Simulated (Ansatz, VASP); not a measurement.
# NbAl6W in VASP and in Ansatz

```xyz
8
Lattice="0.0000 5.0575 5.0575 5.0575 0.0000 5.0575 5.0575 5.0575 0.0000" Properties=species:S:1:pos:R:3 pbc="T T T"
Al    2.4777    5.0575    5.0575
Al    7.6373    5.0575    5.0575
Al    5.0575    2.4777    5.0575
Al    5.0575    7.6373    5.0575
Al    5.0575    5.0575    2.4777
Al    5.0575    5.0575    7.6373
Nb    5.0575    5.0575    5.0575
W     0.0000    0.0000    0.0000
```

Alike in both runs: task relaxation of cell and atoms; functional PBE; k mesh 6 × 6 × 6; occupations gaussian, width 0.1 eV; no spin polarisation.

|  | VASP | Ansatz |
| --- | --- | --- |
| version | VASP 6.6.1 | Ansatz 0.2.0 |
| potentials or method | VASP PAW PBE potentials, release 64 (Al, Nb_sv, W_sv), cutoff 500 eV | scalar-relativistic, plane waves, PAW |
| valence electrons in the cell | 45 | 45 |

```csv
,VASP,Ansatz,Ansatz less VASP
"gap on the k mesh at the Fermi level, each at its own relaxed structure (eV)",none,none,-
relaxed volume (Å³/atom),32.24,32.28,+0.040
relaxed cell length with the largest relative difference (Å),7.145,7.148,+0.0029
```

A gap of «none» marks a metal or a gap that the smearing closes.

Spin-orbit coupling is off throughout.
